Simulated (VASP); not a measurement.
Au, 1 atom in the cell. The structure is cubic, space group Fm-3m (No. 225). The conventional cell has a = 3.489 Å, b = 3.489 Å, c = 3.489 Å, α = 90.00°, β = 90.00°, γ = 90.00°. Within 3.3 Å of Au (site symmetry m-3m) lie 12 Au at 2.47 Å.  This cell differs from its parent crystal: volume scaled by 0.64.

| Property | Result |
| --- | --- |
| Program | VASP 6.6.1 |
| Task | single point |
| Functional | LDA |
| Potentials or basis | VASP PAW LDA potentials, release 64 (Au) |
| Cutoff | 520 eV |
| k mesh | 18 × 18 × 18 |
| Occupations | fermi-dirac, width 0.08 eV |
| Spin | no spin polarisation |
| Dipole correction | no |
| Further INCAR settings | ALGO = Normal; EDIFF = 1e-06; NBANDS = 12 |

Potentials or basis: VASP PAW LDA potentials, release 64 (Au).

Run with:

```sh
$ cat potpaw_LDA.64/Au/POTCAR > POTCAR
$ mpirun -np 1 vasp_std > vasp.out
```

Hardware: 1 thread of AMD EPYC 9R45 96-Core Processor (Zen 5), on a shared host.

Question: How long does it take, and how much memory?

Answer: Wall time 14 s on 1 thread of AMD EPYC 9R45 96-Core Processor (Zen 5) (shared host), peak memory 0.1 GiB. Counts: scf iterations 11, k points 195.
